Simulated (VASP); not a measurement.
HfO2:

```
Hf O
1.0
    -1.99644    1.99644    5.27263
     1.99644   -1.99644    5.27263
     1.99644    1.99644   -5.27263
Hf O
2 4
Cartesian
  0.0000 1.9964 2.6363
  0.0000 0.0000 0.0000
  0.0000 1.9964 0.5050
  0.0000 0.0000 8.4139
  0.0000 0.0000 2.1313
  0.0000 1.9964 4.7676
```

Base run:

| Item | Value |
| --- | --- |
| Program | VASP 6.6.1 |
| Functional | LDA |
| Potentials or basis | VASP PAW LDA potentials, release 64 (Hf_pv, O) |
| Cutoff | 520 eV |
| k mesh | 10 × 10 × 10 |
| Occupations | gaussian, width 0.01 eV |
| Spin | no spin polarisation |

Its results: band gap on the k mesh 4.27 eV (least direct gap 4.52 eV); pressure -8.0 GPa; largest force 0.170 eV/Å.

The run is repeated on the same cell with these changes: functional from LDA to r2SCAN; potentials or basis from VASP PAW LDA potentials, release 64 (Hf_pv, O) to VASP PAW PBE potentials, release 64 (Hf_pv, O). What comes out?

Band gap on the k mesh 5.03 eV (least direct gap 5.28 eV); pressure -2.8 GPa; largest force 0.052 eV/Å.

Caveats: spin-orbit coupling is left out, which moves the levels of the heavy elements; the cell stands under tension (at least some runs); the PAW data sets were made with another functional, which shifts forces and pressure a little (at least some runs).

A k mesh can miss the band edges.
